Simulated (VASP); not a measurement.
# CdS (P6_3mc) in VASP: further runs, part 2 of 2

VASP 6.6.1. The steps go on from the part before.

## (3) Single point, r2SCAN

This run uses another cell than the first one, of 25.51 Å³/atom.

Contents of POSCAR:

```
CdS
1.0
    4.1688381000      0.0000000000      0.0000000000
   -2.0844190500      3.6103197000      0.0000000000
    0.0000000000      0.0000000000      6.7796174100
Cd S
2 2
Direct
    0.6666666700      0.3333333300      0.5002243700
    0.3333333300      0.6666666700      0.0002243700
    0.6666666700      0.3333333300      0.8767756300
    0.3333333300      0.6666666700      0.3767756300
```

Contents of INCAR.step1:

```
ALGO = Normal ; EDIFF = 1E-4
ENCUT = 520 ; GGA = PE
ISMEAR = 0 ; LASPH = T
LCHARG = F ; LREAL = F
LWAVE = T ; NBANDS = 26
NELM = 60 ; PREC = Accurate
SIGMA = 0.1
```

Contents of INCAR.step2:

```
ALGO = Normal ; EDIFF = 1E-7
ENCUT = 520 ; ISIF = 2
ISMEAR = 0 ; ISTART = 1
LASPH = T ; LCHARG = F
LMIXTAU = T ; LREAL = F
LWAVE = F ; METAGGA = R2SCAN
NBANDS = 26 ; NELM = 60
PREC = Accurate ; SIGMA = 0.1
```

Contents of KPOINTS:

```
k-points
0
Gamma
  6 6 4
```

Potentials or basis: VASP PAW PBE potentials, release 64 (Cd, S).

Started as:

```bash
> cat potpaw_PBE.64/Cd/POTCAR potpaw_PBE.64/S/POTCAR > POTCAR
> cp INCAR.step1 INCAR
> mpirun -np 1 vasp_std > vasp.out
> cp INCAR.step2 INCAR
> mpirun -np 1 vasp_std > vasp.out
```

OUTCAR:

```text
EDIFF = 1E-7
   ENCUT = 520
   ISIF = 2
   ISMEAR = 0
   ISTART = 1
   LASPH = T
   LREAL = F
   METAGGA = R2SCAN
   NELM = 60
   PREC = Accurate

 ion  position               nearest neighbor table
   1  0.667  0.333  0.500-   4 2.55   4 2.55   4 2.55   3 2.55
   2  0.333  0.667  0.000-   3 2.55   3 2.55   3 2.55   4 2.55
   3  0.667  0.333  0.877-   2 2.55   2 2.55   2 2.55   1 2.55
   4  0.333  0.667  0.377-   1 2.55   1 2.55   1 2.55   2 2.55

  LATTYP: Found a hexagonal cell.
 ALAT       =     4.1688381000
 C/A-ratio  =     1.6262606624

  Lattice vectors:

 A1 = (   4.1688381000,   0.0000000000,   0.0000000000)
 A2 = (  -2.0844190500,   3.6103197000,   0.0000000000)
 A3 = (   0.0000000000,   0.0000000000,   6.7796174100)

Analysis of symmetry for initial positions (statically):
=====================================================================
 Subroutine PRICEL returns:
 Original cell was already a primitive cell.

[... 167 lines left out ...]
  ---------------------------------------------------
  free energy    TOTEN  =       -59.38132850 eV

  energy without entropy =      -59.38132850  energy(sigma->0) =      -59.38132850

 E-fermi :   1.2791     XC(G=0):  -9.5890

 val. band max:        0.8122243531   @ k =   0.0000   0.0000   0.0000
 cond. band min:       2.4261145833   @ k =   0.0000   0.0000   0.0000
 fundamental gap:      1.6138902302
 Fermi energy:         1.2790537987

 k-point     1 :       0.0000    0.0000    0.0000
  band No.  band energies     occupation
      1     -11.8930      2.00000
      2     -11.4832      2.00000
      3      -7.0380      2.00000
      4      -7.0311      2.00000
      5      -7.0311      2.00000
      6      -6.9454      2.00000
[... 598 lines left out ...]
     25      10.5738      0.00000
     26      10.5738      0.00000

------------------------ aborting loop because EDIFF is reached ----------------------------------------

  FORCE on cell =-STRESS in cart. coord.  units (eV):
  Direction    XX          YY          ZZ          XY          YZ          ZX
  --------------------------------------------------------------------------------------
  -------------------------------------------------------------------------------------
  Total        0.0300603      0.0300603      0.0268620      0.0000000     -0.0000000      0.0000000
  in kB        0.4719959      0.4719959      0.4217764      0.0000000     -0.0000000      0.0000000
  external PRESSURE =       0.4552560 kB  Pullay stress =       0.0000000 kB

 VOLUME and BASIS-vectors are now :
 -----------------------------------------------------------------------------
  energy-cutoff  :      520.00
  volume of cell :      102.04
      direct lattice vectors                 reciprocal lattice vectors
     4.168838100  0.000000000  0.000000000     0.239874991  0.138491890  0.000000000
    -2.084419050  3.610319700  0.000000000     0.000000000  0.276983781  0.000000000
     0.000000000  0.000000000  6.779617410     0.000000000  0.000000000  0.147500949

 POSITION                                       TOTAL-FORCE (eV/Angst)
 -----------------------------------------------------------------------------------
      2.08442      1.20344      3.39133        -0.000000      0.000000     -0.005145
     -0.00000      2.40688      0.00152        -0.000000      0.000000     -0.005145
      2.08442      1.20344      5.94420        -0.000000      0.000000      0.005145
     -0.00000      2.40688      2.55439         0.000000     -0.000000      0.005145
 -----------------------------------------------------------------------------------
    total drift:                               -0.000015      0.000008     -0.004922

  FREE ENERGIE OF THE ION-ELECTRON SYSTEM (eV)
  ---------------------------------------------------
  free  energy   TOTEN  =       -59.3813285009 eV

  energy  without entropy=      -59.3813285009  energy(sigma->0) =      -59.38132850
```

OUTCAR.step1:

```text
EDIFF = 1E-4
   ENCUT = 520
   GGA = PE
   ISMEAR = 0
[... 835 lines left out ...]
      2.08442      1.20344      3.39133         0.000000     -0.000000     -0.002437
     -0.00000      2.40688      0.00152        -0.000000      0.000000     -0.002437
      2.08442      1.20344      5.94420        -0.000000      0.000000      0.002437
     -0.00000      2.40688      2.55439         0.000000      0.000000      0.002437
 -----------------------------------------------------------------------------------
    total drift:                               -0.000015      0.000009     -0.000758

  FREE ENERGIE OF THE ION-ELECTRON SYSTEM (eV)
  ---------------------------------------------------
  free  energy   TOTEN  =       -12.2856376583 eV

  energy  without entropy=      -12.2856376583  energy(sigma->0) =      -12.28563766
```

OSZICAR.step1:

```text
N       E                     dE             d eps       ncg     rms          rms(c)
DAV:   1     0.245948832780E+03    0.24595E+03   -0.17497E+04  1092   0.126E+03
DAV:   2     0.494254037769E+00   -0.24545E+03   -0.23650E+03  1182   0.319E+02
DAV:   3    -0.132350327958E+02   -0.13729E+02   -0.13645E+02  1342   0.744E+01
DAV:   4    -0.133779231320E+02   -0.14289E+00   -0.14278E+00  1236   0.736E+00
DAV:   5    -0.133801239523E+02   -0.22008E-02   -0.22007E-02  1308   0.912E-01    0.108E+01
DAV:   6    -0.123078636240E+02    0.10723E+01   -0.19225E+00  1440   0.140E+01    0.861E+00
DAV:   7    -0.122887480421E+02    0.19116E-01   -0.70092E-01  1156   0.445E+00    0.397E+00
DAV:   8    -0.122865340284E+02    0.22140E-02   -0.80815E-02  1198   0.280E+00    0.512E-01
DAV:   9    -0.122852399447E+02    0.12941E-02   -0.13808E-02  1204   0.144E+00    0.145E-01
DAV:  10    -0.122854833977E+02   -0.24345E-03   -0.11855E-03  1164   0.335E-01    0.116E-01
DAV:  11    -0.122856437879E+02   -0.16039E-03   -0.27495E-04  1086   0.117E-01    0.694E-02
DAV:  12    -0.122856376583E+02    0.61296E-05   -0.12114E-04   794   0.872E-02
   1 F= -.12285638E+02 E0= -.12285638E+02  d E =-.181522E-12
```

It took 4.6 min on 1 thread of Intel Xeon 8259CL, shared host; peak memory 0.25 GiB.

What came out:

| Item | Value |
| --- | --- |
| Free energy | -59.3813 eV |
| Pressure | 0.0 GPa |
| Largest force | 0.005 eV/Å |
| Band gap on the k mesh | 1.61 eV |

Forces in eV/Å, atoms in the order of the input:
```
Cd   0.000  0.000 -0.005
Cd   0.000  0.000 -0.005
S    0.000  0.000  0.005
S    0.000  0.000  0.005
```

Caveat: the PAW data sets were made with another functional, which shifts forces and pressure a little.

## (4) Relaxation of cell and atoms, r2SCAN

This run uses another cell than the first one, of 25.51 Å³/atom.

POSCAR is that of step 3.

Contents of INCAR.step1:

```
SYSTEM = CdS
PREC = Accurate
ENCUT = 600
ISMEAR = 0
SIGMA = 0.02
LREAL = .FALSE.
LASPH = .TRUE.
NELM = 60
GGA = PE
ALGO = Normal
EDIFF = 1E-4
LWAVE = .TRUE.
LCHARG = .FALSE.
```

Contents of INCAR.step2:

```
SYSTEM = CdS
PREC = Accurate
ENCUT = 600
EDIFF = 1E-7
ISMEAR = 0
SIGMA = 0.02
LREAL = .FALSE.
LASPH = .TRUE.
NELM = 60
ALGO = Normal
ISIF = 3
LWAVE = .FALSE.
LCHARG = .FALSE.
METAGGA = R2SCAN
LMIXTAU = .TRUE.
IBRION = 2
NSW = 100
EDIFFG = -0.002
ISTART = 1
```

Contents of KPOINTS:

```
Automatic mesh
0
G
  6 6 4
  0 0 0
```

Potentials or basis: VASP PAW PBE potentials, release 64 (Cd, S).

Started as:

```bash
> cat potpaw_PBE.64/Cd/POTCAR potpaw_PBE.64/S/POTCAR > POTCAR
> cp INCAR.step1 INCAR
> mpirun -np 1 vasp_std > vasp.out
> cp INCAR.step2 INCAR
> mpirun -np 1 vasp_std > vasp.out
```

OUTCAR:

```text
SYSTEM = CdS
   PREC = Accurate
   ENCUT = 600
   EDIFF = 1E-7
   ISMEAR = 0
   LREAL = .FALSE.
   LASPH = .TRUE.
   NELM = 60
   ISIF = 3
   METAGGA = R2SCAN
   IBRION = 2
   NSW = 100
   EDIFFG = -0.002
   ISTART = 1

 ion  position               nearest neighbor table
   1  0.667  0.333  0.500-   4 2.55   4 2.55   4 2.55   3 2.55
   2  0.333  0.667  0.000-   3 2.55   3 2.55   3 2.55   4 2.55
   3  0.667  0.333  0.877-   2 2.55   2 2.55   2 2.55   1 2.55
   4  0.333  0.667  0.377-   1 2.55   1 2.55   1 2.55   2 2.55

  LATTYP: Found a hexagonal cell.
 ALAT       =     4.1688381000
 C/A-ratio  =     1.6262606624

  Lattice vectors:

[... 185 lines left out ...]

  FORCE on cell =-STRESS in cart. coord.  units (eV):
  Direction    XX          YY          ZZ          XY          YZ          ZX
  --------------------------------------------------------------------------------------
  -------------------------------------------------------------------------------------
  Total        0.0049341      0.0049341      0.0010794      0.0000000     -0.0000000      0.0000000
  in kB        0.0774738      0.0774738      0.0169477      0.0000000     -0.0000000      0.0000000
  external PRESSURE =       0.0572984 kB  Pullay stress =       0.0000000 kB
[... 139 lines left out ...]
--------------------------------------- Ionic step        5  -------------------------------------------

 number of electron      36.0000010 magnetization

 Free energy of the ion-electron system (eV)
  ---------------------------------------------------
  ext. energy  EPLUGINS =         0.00000000
  ---------------------------------------------------
  free energy    TOTEN  =       -59.38184569 eV

  energy without entropy =      -59.38184569  energy(sigma->0) =      -59.38184569

 E-fermi :   0.9247     XC(G=0):  -9.5887

 val. band max:        0.8108355985   @ k =   0.0000   0.0000   0.0000
 cond. band min:       2.4264262981   @ k =   0.0000   0.0000   0.0000
 fundamental gap:      1.6155906996
 Fermi energy:         0.9247155709

 k-point     1 :       0.0000    0.0000    0.0000
  band No.  band energies     occupation
      1     -11.8931      2.00000
      2     -11.4833      2.00000
      3      -7.0377      2.00000
      4      -7.0325      2.00000
      5      -7.0325      2.00000
      6      -6.9471      2.00000
[... 545 lines left out ...]
  FREE ENERGIE OF THE ION-ELECTRON SYSTEM (eV)
  ---------------------------------------------------
  free  energy   TOTEN  =       -59.3818456939 eV

  energy  without entropy=      -59.3818456939  energy(sigma->0) =      -59.38184569

 reached required accuracy - stopping structural energy minimisation
```

OSZICAR.step1:

```text
N       E                     dE             d eps       ncg     rms          rms(c)
DAV:   1     0.267304226699E+03    0.26730E+03   -0.19128E+04   924   0.168E+03
DAV:   2     0.251725297039E+01   -0.26479E+03   -0.25929E+03  1026   0.378E+02
DAV:   3    -0.131948821262E+02   -0.15712E+02   -0.15629E+02  1098   0.903E+01
DAV:   4    -0.133771562067E+02   -0.18227E+00   -0.18220E+00  1050   0.990E+00
DAV:   5    -0.133803566331E+02   -0.32004E-02   -0.32002E-02  1134   0.126E+00    0.108E+01
DAV:   6    -0.123059581399E+02    0.10744E+01   -0.26005E+00  1178   0.166E+01    0.859E+00
DAV:   7    -0.122899000138E+02    0.16058E-01   -0.82933E-01  1074   0.532E+00    0.400E+00
DAV:   8    -0.122873374426E+02    0.25626E-02   -0.12011E-01  1090   0.374E+00    0.535E-01
DAV:   9    -0.122850931400E+02    0.22443E-02   -0.24190E-02  1164   0.200E+00    0.168E-01
DAV:  10    -0.122852574148E+02   -0.16427E-03   -0.18049E-03  1088   0.455E-01    0.112E-01
DAV:  11    -0.122853370310E+02   -0.79616E-04   -0.17983E-04   818   0.103E-01
   1 F= -.12285337E+02 E0= -.12285337E+02  d E =-.888486E-13
```

It took 11 min on 1 thread of Intel Xeon 8259CL, shared host; peak memory 0.31 GiB.

What came out:

```yaml
Free_energy: -59.3818 eV
Energy_gained_by_relaxing: 0.0 meV/atom
Ionic_steps: 5
Pressure_after_relaxing: 0.0 GPa
Band_gap_on_the_k_mesh: 1.62 eV
```

Final structure:
```cif
data_structure
_symmetry_space_group_name_H-M 'P 1'
_symmetry_Int_Tables_number 1
_cell_length_a 4.1699
_cell_length_b 4.1699
_cell_length_c 6.7765
_cell_angle_alpha 90.000
_cell_angle_beta 90.000
_cell_angle_gamma 120.000
_cell_volume 102.04
loop_
_atom_site_label
_atom_site_type_symbol
_atom_site_fract_x
_atom_site_fract_y
_atom_site_fract_z
_atom_site_occupancy
Cd1 Cd 0.66667 0.33333 0.50006 1
Cd2 Cd 0.33333 0.66667 0.00006 1
S1 S 0.66667 0.33333 0.87694 1
S2 S 0.33333 0.66667 0.37694 1
```

Caveat: the PAW data sets were made with another functional, which shifts forces and pressure a little.

## (5) Overview

| task | cell | cutoff (eV) | smearing | gap on the mesh (eV) | pressure (GPa) |
| --- | --- | --- | --- | --- | --- |
| single point | a = 4.165, b = 4.165, c = 6.767 Å, angles 90.0, 90.0, 120.0°, 4 atoms, atomic positions A | 520 | gaussian 0.02 eV | 1.63 | 0.3 |
| single point | a = 4.169, b = 4.169, c = 6.780 Å, angles 90.0, 90.0, 120.0°, 4 atoms, atomic positions B | 520 | gaussian 0.1 eV | 1.61 | 0.0 |
| relaxation of cell and atoms | relaxed from a = 4.169, b = 4.169, c = 6.780 Å, angles 90.0, 90.0, 120.0°, 4 atoms, atomic positions B | 600 | gaussian 0.02 eV | 1.62 | 0.0 |

Alike in all rows: level r2SCAN; potentials or basis VASP PAW PBE potentials, release 64 (Cd, S); no spin polarisation; k mesh 6 × 6 × 4.

Caveats: the PAW data sets were made with another functional, which shifts forces and pressure a little.

Total energies depend on the potentials used, so only differences within one code and one set of settings carry meaning.
